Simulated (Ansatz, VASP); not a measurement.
## Sc: VASP beside Ansatz

Contents of INCAR:

```
  ALGO = Normal
  EDIFF = 1E-6
  ENCUT = 520
  GGA = PE
  ISIF = 2
  ISMEAR = -1
  LASPH = T
  LCHARG = F
  LREAL = F
  LWAVE = F
  NBANDS = 18
  NELM = 80
  PREC = Accurate
  SIGMA = 0.1
```

KPOINTS

```
k-points
0
Gamma
  18 18 10
```

Contents of POSCAR:

```
Sc
1.0
    3.1808922551      0.0000000000      0.0000000000
   -1.5904461276      2.7547334996      0.0000000000
    0.0000000000      0.0000000000      4.9679937414
Sc
2
Direct
    0.3333333333      0.6666666667      0.2500000000
    0.6666666667      0.3333333333      0.7500000000
```

Input for Ansatz:

```yaml
crystal:
  lattice:
    - [3.1808922551, 0.0, 0.0]
    - [-1.5904461276, 2.7547334996, 0.0]
    - [0.0, 0.0, 4.9679937414]
  atoms:
    - { symbol: Sc, position: [0.3333333333, 0.6666666667, 0.25] }
    - { symbol: Sc, position: [0.6666666667, 0.3333333333, 0.75] }
hamiltonian:
  xc: pbe
  pseudopotentials:
    kind: paw
    azcp:
      Sc: "pseudopotentials/Sc.paw.azcp"
basis:
  ecutwfc: 420
  fft_grid_basis: typed
kpoints:
  mp_grid: { grid: [18, 18, 10], shift: [0, 0, 0] }
magnetization:
  spin_polarized: false
scf:
  occupations: { method: fermi_dirac, width: 0.1 }
output:
  stress: true
```

Alike in both runs: task single point; functional PBE; k mesh 18 × 18 × 10; occupations fermi-dirac, width 0.1 eV; no spin polarisation.

|  | VASP | Ansatz |
| --- | --- | --- |
| version | VASP 6.6.1 | Ansatz 0.2.0 |
| potentials or method | VASP PAW PBE potentials, release 64 (Sc_sv), cutoff 520 eV | plane waves (420 eV) with PAW, scalar-relativistic |
| valence electrons in the cell | 22 | 22 |

Ansatz gave:

- pressure (GPa): 8.4
- traceless stress, the component that is largest in VASP (GPa): -0.28

Estimate VASP's values.

pressure (GPa): 8.5; traceless stress, the component that is largest in VASP (GPa): -0.27.

The functional is the same, so the differences come from potentials, cutoffs and numerics.
